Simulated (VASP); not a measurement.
Runs of VASP 6.6.1 on CoPtO2. It takes space group R-3m (No. 166, trigonal). Conventional cell: a = 2.825 Å, b = 2.825 Å, c = 17.818 Å, α = 90.00°, β = 90.00°, γ = 120.00°. Within 2.6 Å of Pt (site symmetry -3m) lie 2 O at 2.00 Å. Within 2.5 Å of Co (site symmetry -3m) lie 6 O at 1.90 Å. O (site symmetry 3m) has 3 Co at 1.90 Å and 1 Pt at 2.00 Å within 2.5 Å. 

| level | spin | fixed moment (μB) | k mesh | gap on the mesh (eV) | pressure (GPa) | moment (μB) | largest force (eV/Å) |
| --- | --- | --- | --- | --- | --- | --- | --- |
| PBE | collinear, ferromagnetic start | - | 11 × 11 × 11 | none | 6.0 | 0.00 | 0.11 |
| PBEsol | collinear, ferromagnetic start | - | 11 × 11 × 11 | none | -4.6 | 0.00 | 0.01 |
| PBEsol | off | - | 11 × 11 × 11 | none | -4.6 | - | 0.01 |
| PBEsol | collinear, ferromagnetic start | 4.0 | 9 × 9 × 9 | - | 18.5 | 4.00 | (a) |

Alike in all rows: task single point; potentials or basis VASP PAW PBE potentials, release 64 (Pt, Co, O); cell as given; cutoff (eV) 520; smearing fermi-dirac 0.05 eV.

Estimate the missing entries.

(a) 2.78.

Caveats: spin-orbit coupling is left out, which moves the levels of the heavy elements; semilocal functionals often make such compounds metallic where correlation or magnetic order opens a gap, which also shifts bond lengths (some runs); the PAW data sets were made with another functional, which shifts forces and pressure a little (some runs); an odd number of electrons without spin polarisation forces a metal (some runs); a magnetic or distorted state may lie lower (some runs); the total moment is fixed, so each spin has its own Fermi level (some runs); a cell with one magnetic atom can't hold antiferromagnetic order, which such compounds often take (some runs).

A k mesh can miss the band edges, and the runs leave out spin-orbit coupling on Pt.

A gap of «none» marks levels without a gap at the run's occupations.
